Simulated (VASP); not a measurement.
A run of VASP 6.6.1:

INCAR

```
PREC = Accurate
ENCUT = 520
EDIFF = 1E-7
ISMEAR = -1
SIGMA = 0.05
LREAL = F
LASPH = T
NELM = 150
ALGO = Normal
ISIF = 2
LWAVE = F
LCHARG = F
MAGMOM = 0 0 0 0 0 0
LORBIT = 11
LSORBIT = T
GGA_COMPAT = F
LORBMOM = T
GGA = PE
NBANDS = 30
```

Contents of KPOINTS:

```
regular mesh
0
Gamma
  8 8 8
```

The input POSCAR:

```
CdSe
1.0
    0.0000000000      3.0702711986      3.0702711986
    3.0702711986      0.0000000000      3.0702711986
    3.0702711986      3.0702711986      0.0000000000
Cd Se
1 1
Direct
    0.0000000000      0.0000000000      0.0000000000
    0.2500000000      0.2500000000      0.2500000000
```

Potentials or basis: VASP PAW PBE potentials, release 64 (Cd, Se).

Run with:

```sh
$ cat potpaw_PBE.64/Cd/POTCAR potpaw_PBE.64/Se/POTCAR > POTCAR
$ mpirun -np 1 vasp_ncl > vasp.out
```

Hardware: 1 thread of Intel Xeon 8259CL, on a shared host.

**Question.** Estimate the wall time of this run.

**Answer.** It took 4.3 min on 1 thread of Intel Xeon 8259CL, with other jobs on the host, peak memory 0.37 GiB. Counts: scf iterations 15, k points 43.
